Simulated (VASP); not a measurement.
# ReS2 in VASP: further runs, part 2 of 2

VASP 6.6.1. Earlier steps stand in the parts before.

## (4) Single point, LDA

INCAR reads:

```
SYSTEM = ReS2
PREC     = Accurate       ! precision mode
ENCUT    = 520            ! plane-wave cutoff, eV
EDIFF    = 1E-7           ! SCF threshold, eV
ISMEAR   = 0              ! smearing method
SIGMA    = 0.01           ! smearing width, eV
LREAL    = Auto         
LASPH    = .TRUE.         ! aspherical terms in the spheres
NELM     = 60             ! most SCF steps
ALGO     = Normal         ! electronic algorithm
ISIF     = 2              ! what is computed and relaxed
LWAVE    = .FALSE.        ! write WAVECAR
LCHARG   = .FALSE.        ! write CHGCAR
GGA      = CA             ! functional
NBANDS   = 94             ! bands
LUSENCCL = .FALSE.
```

KPOINTS reads:

```
regular mesh
0
G
  4 4 1
  0 0 0
```

POSCAR reads:

```
ReS2
1.0
    6.2947833870     -0.0068853449      0.0000000000
    3.0850898013      5.6056414112      0.0000000000
    0.0000000000      0.0000000000     23.0000000000
Re S
8 16
Direct
    0.0249682396      0.3952482221      0.3672545962
    0.1476678057      0.7697501180      0.3717468145
    0.5982520697      0.3681630236      0.3688594974
    0.5741957105      0.7969395654      0.3701382627
    0.3831451632      0.2007262035      0.6282532419
    0.5058447109      0.5752281886      0.6327454119
    0.9566172947      0.1735367993      0.6298617357
    0.9325608969      0.6023133185      0.6311404438
    0.7699609178      0.9866029986      0.3185078995
    0.2313034006      1.0182394443      0.3112593105
   -0.0586882740      1.1466195415      0.4276093906
   -0.0982598674      0.6890117552      0.4372315457
    0.4026013266      1.1783841851      0.4205468756
    0.7311511162      0.5244455803      0.2941436960
    0.4411078490      0.6407799569      0.4448964174
    0.2705391354      0.4769801399      0.3018246388
    1.1282115720      0.7920921920      0.5794531042
    0.5895010840      0.8238569321      0.5723906173
    0.2995094713      0.9522369469      0.6887407461
    0.2602738177      0.4934967403      0.6981753177
    0.7608520032      0.9838732308      0.6814921120
    1.0897052572      0.3296963462      0.5551035678
    0.7996619133      0.4460307673      0.7058562694
    0.6290728151      0.2814644167      0.5627684872
```

Potentials or basis: VASP PAW LDA potentials, release 64 (Re, S).

The run is started by

```
> cat potpaw_LDA.64/Re/POTCAR potpaw_LDA.64/S/POTCAR > POTCAR
> mpirun -np 1 vasp_std > vasp.out
```

OUTCAR:

```text
SYSTEM = ReS2
   PREC = Accurate
   ENCUT = 520
   EDIFF = 1E-7
   ISMEAR = 0
   LREAL = Auto
   LASPH = .TRUE.
   NELM = 60
   ISIF = 2
   GGA = CA

 ion  position               nearest neighbor table
   1  0.025  0.395  0.367-  12 2.31  14 2.34  11 2.35  16 2.39  13 2.43  10 2.48   4 2.76   3 2.77
                             2 2.85
   2  0.148  0.770  0.372-  16 2.30  15 2.34  10 2.36  12 2.39   9 2.43  11 2.48   3 2.76   4 2.77
                             1 2.85
   3  0.598  0.368  0.369-  15 2.33  14 2.34  11 2.36  16 2.39  13 2.42   9 2.44   4 2.67   2 2.76
                             1 2.77
   4  0.574  0.797  0.370-  14 2.33  15 2.34  10 2.36  12 2.40   9 2.42  13 2.44   3 2.67   1 2.76
                             2 2.77
   5  0.383  0.201  0.628-  20 2.30  22 2.34  19 2.36  24 2.39  21 2.43  18 2.48   8 2.76   7 2.77
[... 1169 lines left out ...]

 VOLUME and BASIS-vectors are now :
 -----------------------------------------------------------------------------
  energy-cutoff  :      520.00
  volume of cell :      812.07
      direct lattice vectors                 reciprocal lattice vectors
     6.294783387 -0.006885345  0.000000000     0.158766126 -0.087377647  0.000000000
     3.085089801  5.605641411  0.000000000     0.000195011  0.178284393 -0.000000000
     0.000000000  0.000000000 23.000000000    -0.000000000  0.000000000  0.043478261

 POSITION                                       TOTAL-FORCE (eV/Angst)
 -----------------------------------------------------------------------------------
      1.37655      2.21545      8.44686         0.022052     -0.020215     -0.014479
      3.30429      4.31393      8.55018        -0.021031      0.023334      0.015685
      4.90168      2.05967      8.48377        -0.015769     -0.042880     -0.009395
      6.07307      4.46340      8.51318         0.011011      0.043612      0.006243
      3.03107      1.12256     14.44982         0.021031     -0.023334     -0.015685
      4.95881      3.22104     14.55314        -0.022052      0.020215      0.014479
[... 16 lines left out ...]
      6.40974      2.49478     16.23469        -0.000446      0.000933      0.165869
      4.82822      1.57346     12.94368        -0.002656     -0.039413     -0.122882
 -----------------------------------------------------------------------------------
    total drift:                                0.001243     -0.000864     -0.000067

  FREE ENERGIE OF THE ION-ELECTRON SYSTEM (eV)
  ---------------------------------------------------
  free  energy   TOTEN  =      -200.0713421932 eV

  energy  without entropy=     -200.0713421932  energy(sigma->0) =     -200.07134219
```

Wall time 2.3 min (1 × NVIDIA H100 80GB with 1 thread of AMD EPYC 7R13 (Zen 3), shared host); peak memory 1.9 GiB.

Results:

| Quantity | Value |
| --- | --- |
| Free energy | -200.0713 eV |
| Largest force | 0.166 eV/Å |
| Band gap on the k mesh | 1.33 eV |

Forces on the atoms (eV/Å):
```
Re   0.022 -0.020 -0.014
Re  -0.021  0.023  0.016
Re  -0.016 -0.043 -0.009
Re   0.011  0.044  0.006
Re   0.021 -0.023 -0.016
Re  -0.022  0.020  0.014
Re  -0.011 -0.044 -0.006
Re   0.016  0.043  0.009
S    0.006  0.008 -0.069
S   -0.006  0.047 -0.089
S    0.006 -0.046  0.095
S    0.003  0.039  0.123
S   -0.005 -0.009  0.071
S    0.000 -0.001 -0.166
S   -0.001  0.006  0.164
S   -0.003 -0.035 -0.129
S    0.005  0.009 -0.071
S   -0.006  0.046 -0.095
S    0.006 -0.047  0.089
S    0.003  0.035  0.129
S   -0.006 -0.008  0.069
S    0.001 -0.006 -0.164
S    0.000  0.001  0.166
S   -0.003 -0.039 -0.123
```

Caveat: spin-orbit coupling is left out, which moves the levels of the heavy elements.

## (5) Single point, LDA

INCAR reads:

```
  PREC = Accurate
  ENCUT = 520
  EDIFF = 1E-7
  ISMEAR = 0
  SIGMA = 0.01
  LREAL = Auto
  LASPH = T
  NELM = 60
  ALGO = Normal
  ISIF = 2
  LWAVE = F
  LCHARG = F
  NBANDS = 94
  LUSENCCL = F
```

KPOINTS reads:

```
Automatic mesh
0
Gamma
  4 4 1
```

POSCAR reads:

```
ReS2
1.0
    6.2947833870     -0.0068853449      0.0000000000
    3.0850898013      5.6056414112      0.0000000000
    0.0000000000      0.0000000000     23.0000000000
Re S
8 16
Direct
    0.0249682396      0.3952482221      0.3672545962
    0.1476678057      0.7697501180      0.3717468145
    0.5982520697      0.3681630236      0.3688594974
    0.5741957105      0.7969395654      0.3701382627
    0.3857664926      0.1953776717      0.6295575897
    0.5084660404      0.5698796568      0.6340497597
    0.9592386242      0.1681882676      0.6311660835
    0.9351822263      0.5969647867      0.6324447916
    0.7699609178      0.9866029986      0.3185078995
    0.2313034006      1.0182394443      0.3112593105
   -0.0586882740      1.1466195415      0.4276093906
   -0.0982598674      0.6890117552      0.4372315457
    0.4026013266      1.1783841851      0.4205468756
    0.7311511162      0.5244455803      0.2941436960
    0.4411078490      0.6407799569      0.4448964174
    0.2705391354      0.4769801399      0.3018246388
    1.1308329014      0.7867436602      0.5807574520
    0.5921224134      0.8185084003      0.5736949651
    0.3021308007      0.9468884151      0.6900450940
    0.2628951471      0.4881482085      0.6994796655
    0.7634733326      0.9785246990      0.6827964598
    1.0923265866      0.3243478144      0.5564079156
    0.8022832427      0.4406822355      0.7071606172
    0.6316941445      0.2761158850      0.5640728351
```

Potentials or basis: VASP PAW LDA potentials, release 64 (Re, S).

The run is started by

```
> cat potpaw_LDA.64/Re/POTCAR potpaw_LDA.64/S/POTCAR > POTCAR
> mpirun -np 1 vasp_std > vasp.out
```

OUTCAR:

```text
PREC = Accurate
   ENCUT = 520
   EDIFF = 1E-7
   ISMEAR = 0
   LREAL = Auto
   LASPH = T
   NELM = 60
   ISIF = 2

 ion  position               nearest neighbor table
   1  0.025  0.395  0.367-  12 2.31  14 2.34  11 2.35  16 2.39  13 2.43  10 2.48   4 2.76   3 2.77
                             2 2.85
   2  0.148  0.770  0.372-  16 2.30  15 2.34  10 2.36  12 2.39   9 2.43  11 2.48   3 2.76   4 2.77
                             1 2.85
   3  0.598  0.368  0.369-  15 2.33  14 2.34  11 2.36  16 2.39  13 2.42   9 2.44   4 2.67   2 2.76
                             1 2.77
   4  0.574  0.797  0.370-  14 2.33  15 2.34  10 2.36  12 2.40   9 2.42  13 2.44   3 2.67   1 2.76
                             2 2.77
   5  0.386  0.195  0.630-  20 2.30  22 2.34  19 2.36  24 2.39  21 2.43  18 2.48   8 2.76   7 2.77
                             6 2.85
   6  0.508  0.570  0.634-  24 2.31  23 2.34  18 2.35  20 2.39  17 2.43  19 2.48   7 2.76   8 2.77
                             5 2.85
   7  0.959  0.168  0.631-  23 2.33  22 2.34  19 2.36  24 2.40  21 2.42  17 2.44   8 2.67   6 2.76
                             5 2.77
   8  0.935  0.597  0.632-  22 2.33  23 2.34  18 2.36  20 2.39  17 2.42  21 2.44   7 2.67   5 2.76
                             6 2.77
   9  0.770  0.987  0.319-   4 2.42   2 2.43   3 2.44
  10  0.231  0.018  0.311-   2 2.36   4 2.36   1 2.48
  11  0.941  0.147  0.428-   1 2.35   3 2.36   2 2.48
  12  0.902  0.689  0.437-   1 2.31   2 2.39   4 2.40
  13  0.403  0.178  0.421-   3 2.42   1 2.43   4 2.44
  14  0.731  0.524  0.294-   4 2.33   3 2.34   1 2.34
[... 8 lines left out ...]
  23  0.802  0.441  0.707-   7 2.33   8 2.34   6 2.34
  24  0.632  0.276  0.564-   6 2.31   5 2.39   7 2.40

  LATTYP: Found a simple monoclinic cell.
 ALAT       =     6.2947871527
 B/A-ratio  =     3.6538169508
 C/A-ratio  =     1.0164783788
 COS(beta)  =    -0.4811985892

  Lattice vectors:

 A1 = (   6.2947833870,  -0.0068853449,   0.0000000000)
 A2 = (   0.0000000000,   0.0000000000,  23.0000000000)
 A3 = (  -3.0850898013,  -5.6056414112,   0.0000000000)

Analysis of symmetry for initial positions (statically):
=====================================================================
 Subroutine PRICEL returns:
 Original cell was already a primitive cell.

[... 181 lines left out ...]
   LEPSILON=     F    determine dielectric tensor
   LRPA    =     F    only Hartree local field effects (RPA)
 non-spin polarized calculation
 Gauss-broadening in eV      SIGMA  =   0.01
  energy-cutoff  :      520.00
  volume of cell :      812.07
 maximum number of plane-waves:     21898
 NGX is ok and might be reduce to    48
   NGX = 23   NGY = 23   NGZ = 85

 number of electron     151.9999999 magnetization

 Free energy of the ion-electron system (eV)
  ---------------------------------------------------
  ext. energy  EPLUGINS =         0.00000000
  ---------------------------------------------------
  free energy    TOTEN  =      -200.07103269 eV

  energy without entropy =     -200.07103269  energy(sigma->0) =     -200.07103269

 E-fermi :   0.1801     XC(G=0):  -6.2136

 val. band max:        0.1242331476   @ k =   0.0000   0.0000   0.0000
 cond. band min:       1.4669749416   @ k =   0.0000   0.0000   0.0000
 fundamental gap:      1.3427417941
 Fermi energy:         0.1801198835

 k-point     1 :       0.0000    0.0000    0.0000
  band No.  band energies     occupation
      1     -14.9689      2.00000
      2     -14.8684      2.00000
      3     -13.4668      2.00000
      4     -13.3557      2.00000
      5     -13.0425      2.00000
      6     -12.9921      2.00000
[... 899 lines left out ...]
     87       2.5622      0.00000
     88       2.6955      0.00000
 [bands above 88 left out]

------------------------ aborting loop because EDIFF is reached ----------------------------------------

  FORCE on cell =-STRESS in cart. coord.  units (eV):
  Direction    XX          YY          ZZ          XY          YZ          ZX
  --------------------------------------------------------------------------------------
  -------------------------------------------------------------------------------------
  Total        2.6391397      2.7041620      2.3787382     -0.0510996     -0.0709081      0.0183840
  in kB        5.2068812      5.3351667      4.6931229     -0.1008167     -0.1398978      0.0362707
  external PRESSURE =       5.0783903 kB  Pullay stress =       0.0000000 kB

 VOLUME and BASIS-vectors are now :
 -----------------------------------------------------------------------------
  energy-cutoff  :      520.00
  volume of cell :      812.07
      direct lattice vectors                 reciprocal lattice vectors
     6.294783387 -0.006885345  0.000000000     0.158766126 -0.087377647  0.000000000
     3.085089801  5.605641411  0.000000000     0.000195011  0.178284393 -0.000000000
     0.000000000  0.000000000 23.000000000    -0.000000000  0.000000000  0.043478261

 POSITION                                       TOTAL-FORCE (eV/Angst)
 -----------------------------------------------------------------------------------
      1.37655      2.21545      8.44686         0.021539     -0.019775     -0.015181
      3.30429      4.31393      8.55018        -0.020625      0.021350      0.019290
      4.90168      2.05967      8.48377        -0.013569     -0.041144     -0.008057
      6.07307      4.46340      8.51318         0.012741      0.041367      0.011699
      3.03107      1.09256     14.47982         0.020625     -0.021350     -0.019290
      4.95881      3.19104     14.58314        -0.021539      0.019775      0.015181
[... 16 lines left out ...]
      6.40974      2.46478     16.26469        -0.000281      0.001310      0.165570
      4.82822      1.54346     12.97368        -0.002147     -0.028323     -0.136143
 -----------------------------------------------------------------------------------
    total drift:                                0.001256     -0.000864     -0.000316

  FREE ENERGIE OF THE ION-ELECTRON SYSTEM (eV)
  ---------------------------------------------------
  free  energy   TOTEN  =      -200.0710326868 eV

  energy  without entropy=     -200.0710326868  energy(sigma->0) =     -200.07103269
```

stdout:

```text
Offloading initialized ...    1 GPUs detected
 POSCAR found type information on POSCAR ReS
 POSCAR found :  2 types and      24 ions
 scaLAPACK will be used selectively (only on CPU)
 LDA part: xc-table for (Slater(with rela. corr.)+CA(PZ))
 , standard interpolation
 POSCAR, INCAR and KPOINTS ok, starting setup
 FFT: planning ... GRIDC
 FFT: planning ... GRID_SOFT
 FFT: planning ... GRID
 WAVECAR not read
 entering main loop
```

Run time: 2.4 min. Hardware: 1 × NVIDIA H100 80GB with 1 thread of AMD EPYC 7R13 (Zen 3), shared host; peak memory 1.9 GiB.

Results:

| Quantity | Value |
| --- | --- |
| Free energy | -200.0710 eV |
| Largest force | 0.176 eV/Å |
| Band gap on the k mesh | 1.34 eV |

Forces on the atoms (eV/Å):
```
Re   0.022 -0.020 -0.015
Re  -0.021  0.021  0.019
Re  -0.014 -0.041 -0.008
Re   0.013  0.041  0.012
Re   0.021 -0.021 -0.019
Re  -0.022  0.020  0.015
Re  -0.013 -0.041 -0.012
Re   0.014  0.041  0.008
S    0.005  0.008 -0.070
S   -0.005  0.047 -0.089
S    0.004 -0.045  0.099
S    0.002  0.028  0.136
S   -0.006 -0.008  0.074
S    0.000 -0.001 -0.166
S    0.000  0.000  0.176
S   -0.003 -0.035 -0.130
S    0.006  0.008 -0.074
S   -0.004  0.045 -0.099
S    0.005 -0.047  0.089
S    0.003  0.035  0.130
S   -0.005 -0.008  0.070
S    0.000  0.000 -0.176
S    0.000  0.001  0.166
S   -0.002 -0.028 -0.136
```

Levels at points of the mesh, in eV from the valence-band top:
```csv
k point,band 74,band 75,band 76,band 77,band 78,band 79
"(0.00, 0.00, 0.00)",-0.27,-0.19,0.00,1.34,1.44,1.99
"(0.50, 0.00, 0.00)",-0.51,-0.44,-0.38,1.59,1.71,1.85
"(0.00, 0.50, 0.00)",-0.36,-0.21,-0.19,1.56,1.70,1.84
"(0.50, 0.50, 0.00)",-0.50,-0.44,-0.44,1.60,1.66,1.75
```

Caveat: spin-orbit coupling is left out, which moves the levels of the heavy elements.

## (6) Single point, LDA

This run uses another cell than the first one.

INCAR reads:

```
SYSTEM = ReS2
PREC = Accurate ; ENCUT = 520
EDIFF = 1E-6 ; ISMEAR = 0
SIGMA = 0.01 ; LREAL = Auto
LASPH = .True. ; NELM = 60
ALGO = Normal ; ISIF = 2
LWAVE = .False. ; LCHARG = .True.
LELF = .True. ; LVHAR = .True.
NBANDS = 94 ; LUSENCCL = .False.
```

KPOINTS reads:

```
regular mesh
0
Gamma
  4 4 1
  0 0 0
```

POSCAR reads:

```
ReS2
1.0
    6.3355089393      0.0000000000      0.0000000000
    3.1112149501      5.6366336777      0.0000000000
    0.0000000000      0.0000000000     23.0000000000
Re S
8 16
Direct
    0.1217509518      0.2112687337      0.3653067994
    0.2450136531      0.5872257259      0.3694618331
    0.6948876457      0.1860222256      0.3668415341
    0.6718826780      0.6124710129      0.3679249952
    0.2884176185      0.3779354004      0.6305241907
    0.4116803198      0.7538923926      0.6346792244
    0.8615543124      0.3526888923      0.6320589254
    0.8385493447      0.7791376796      0.6331423865
    0.8663834063      0.8035865928      0.3158850369
    0.3307780708      0.8320972237      0.3087007631
    0.0360291291      0.9663328396      0.4260844165
    0.0008929480      0.5029257807      0.4351155771
    0.5003993430      0.9948860370      0.4188878189
    0.8301116125      0.3387288555      0.2918739789
    0.5366324604      0.4597124372      0.4429240769
    0.3658437923      0.2955096511      0.2996888219
    1.0330500730      0.9702532595      0.5811024282
    0.4974447375      0.9987638904      0.5739181545
    0.2026957958      1.1329995063      0.6913018078
    0.1675596147      0.6695924474      0.7003329684
    0.6670660097      1.1615527037      0.6841052102
    0.9967782792      0.5053955222      0.5570913702
    0.7032991271      0.6263791039      0.7081414682
    0.5325104590      0.4621763178      0.5649062132
```

Potentials or basis: VASP PAW LDA potentials, release 64 (Re, S).

The run is started by

```
> cat potpaw_LDA.64/Re/POTCAR potpaw_LDA.64/S/POTCAR > POTCAR
> mpirun -np 1 vasp_std > vasp.out
```

Wall time 2.7 min (1 × NVIDIA H100 80GB with 1 thread of AMD EPYC 7R13 (Zen 3), shared host); peak memory 1.9 GiB.

The run converged. Its results:

* Free energy: -199.2915 eV
* Largest force: 1.004 eV/Å
* Band gap on the k mesh: 1.26 eV (least direct gap 1.29 eV)

Forces in eV/Å, atoms in the order of the input:
```
Re   0.107 -0.012 -0.145
Re  -0.104  0.014 -0.005
Re  -0.081 -0.091 -0.118
Re   0.057  0.114 -0.092
Re   0.107 -0.021  0.025
Re  -0.109  0.009  0.161
Re  -0.061 -0.122  0.108
Re   0.081  0.087  0.139
S    0.026 -0.003  0.199
S   -0.042  0.135  0.131
S    0.045 -0.154 -0.151
S    0.007  0.122 -0.996
S   -0.019  0.007 -0.246
S   -0.045  0.045  0.069
S    0.077 -0.072 -0.850
S    0.028 -0.099  0.068
S    0.018 -0.006  0.244
S   -0.048  0.160  0.144
S    0.040 -0.128 -0.137
S   -0.025  0.098 -0.082
S   -0.028  0.002 -0.200
S   -0.074  0.075  0.837
S    0.049 -0.040 -0.085
S   -0.005 -0.120  0.983
```

Levels at points of the mesh, in eV from the valence-band top:
| k point | band 73 | band 74 | band 75 | band 76 | band 77 | band 78 | band 79 | band 80 |
| --- | --- | --- | --- | --- | --- | --- | --- | --- |
| (0.00, 0.00, 0.00) | -0.39 | -0.29 | -0.18 | -0.03 | 1.26 | 1.38 | 1.94 | 1.95 |
| (0.50, 0.00, 0.00) | -0.55 | -0.45 | -0.38 | -0.32 | 1.49 | 1.52 | 1.86 | 1.93 |
| (0.00, 0.50, 0.00) | -0.44 | -0.31 | -0.19 | -0.15 | 1.54 | 1.60 | 1.75 | 1.77 |
| (0.50, 0.50, 0.00) | -0.54 | -0.46 | -0.33 | -0.31 | 1.59 | 1.61 | 1.70 | 1.76 |

Caveat: spin-orbit coupling is left out, which moves the levels of the heavy elements.

## (7) The runs side by side

| cell | gap on the mesh (eV) | largest force (eV/Å) |
| --- | --- | --- |
| a = 6.295, b = 6.399, c = 23.000 Å, angles 90.0, 90.0, 61.2°, 24 atoms, atomic positions A | 1.33 | 0.17 |
| a = 6.295, b = 6.399, c = 23.000 Å, angles 90.0, 90.0, 61.2°, 24 atoms, atomic positions B | 1.33 | 0.17 |
| a = 6.295, b = 6.399, c = 23.000 Å, angles 90.0, 90.0, 61.2°, 24 atoms, atomic positions C | 1.33 | 0.17 |
| a = 6.295, b = 6.399, c = 23.000 Å, angles 90.0, 90.0, 61.2°, 24 atoms, atomic positions D | 1.34 | 0.18 |
| a = 6.336, b = 6.438, c = 23.000 Å, angles 90.0, 90.0, 61.1°, 24 atoms, atomic positions E | 1.26 | 1.00 |

Alike in all rows: task single point; level LDA; potentials or basis VASP PAW LDA potentials, release 64 (Re, S); no spin polarisation; k mesh 4 × 4 × 1; cutoff (eV) 520; smearing gaussian 0.01 eV.

Caveats: spin-orbit coupling is left out, which moves the levels of the heavy elements.

Total energies depend on the potentials used, so only differences within one code and one set of settings carry meaning.
